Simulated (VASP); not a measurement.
As3O2:

```xyz
5
Lattice="3.0275 1.7479 2.4267 -3.0275 1.7479 2.4267 0.0000 -3.4958 2.4267" Properties=species:S:1:pos:R:3 pbc="T T T"
As   -1.5333    1.7479    2.4267
As   -0.7471   -2.2018    2.4267
As    2.2804    0.4539    2.4267
O     0.0000    0.0000    1.8774
O     0.0000    0.0000    5.4026
```

| Item | Value |
| --- | --- |
| Program | VASP 6.6.1 |
| Task | relaxation of cell and atoms |
| Functional | PBE |
| Potentials or basis | VASP PAW PBE potentials, release 64 (As, O) |
| Cutoff | 600 eV |
| k mesh | 6 × 6 × 6 |
| Occupations | gaussian, width 0.1 eV |
| Spin | no spin polarisation |

At the start: pressure 4.4 GPa; volume 15.41 Å³/atom.

Q: Where does the relaxation end?

A: Over 24 steps the energy falls by 462.0 meV/atom and the volume is 15.55 Å³/atom (+0.9 %); space group R32 (No. 155, to 0.05 Å).

The path:
```tsv
step	energy change (eV)	largest force (eV/Å)	pressure (GPa)	volume (Å³)
1	0.0000	1.4275	4.45	77.05
2	-0.5846	1.3866	-4.85	81.84
3	-0.9606	1.2791	-12.05	90.37
4	-1.2549	1.1985	-11.09	89.41
5	-1.8103	0.7298	-5.18	86.33
6	-1.8181	0.6504	-3.36	85.69
7	-1.8207	0.6855	-4.16	85.96
8	-1.9107	0.6914	-3.48	84.38
9	-2.1032	0.6925	-0.92	79.68
10	-1.8174	0.7136	9.23	70.38
11	-2.1334	0.6956	0.43	77.76
12	-2.1375	0.6939	1.24	76.77
13	-2.1682	0.6383	0.42	77.17
14	-2.2112	0.4150	-1.88	78.37
15	-2.2347	0.3542	-1.50	78.06
16	-2.2827	0.1518	-0.15	77.13
17	-2.2618	0.3910	2.99	75.29
18	-2.2946	0.0120	0.85	76.48
19	-2.3037	0.0170	0.51	76.94
20	-2.3090	0.0621	-0.20	78.03
21	-2.3096	0.0506	-0.05	77.77
22	-2.3096	0.0494	-0.03	77.75
23	-2.3100	0.0415	0.05	77.76
24	-2.3102	0.0274	0.19	77.77
```

Final structure:
```cif
data_structure
_symmetry_space_group_name_H-M 'P 1'
_symmetry_Int_Tables_number 1
_cell_length_a 4.2899
_cell_length_b 4.2899
_cell_length_c 4.2899
_cell_angle_alpha 84.083
_cell_angle_beta 84.083
_cell_angle_gamma 84.083
_cell_volume 77.77
loop_
_atom_site_label
_atom_site_type_symbol
_atom_site_fract_x
_atom_site_fract_y
_atom_site_fract_z
_atom_site_occupancy
As1 As 0.29298 0.70702 0.00000 1
As2 As 0.00000 0.29298 0.70702 1
As3 As 0.70702 0.00000 0.29298 1
O1 O 0.33225 0.33225 0.33225 1
O2 O 0.66775 0.66775 0.66775 1
```

Caveat: an odd number of electrons without spin polarisation forces a metal; a magnetic or distorted state may lie lower.
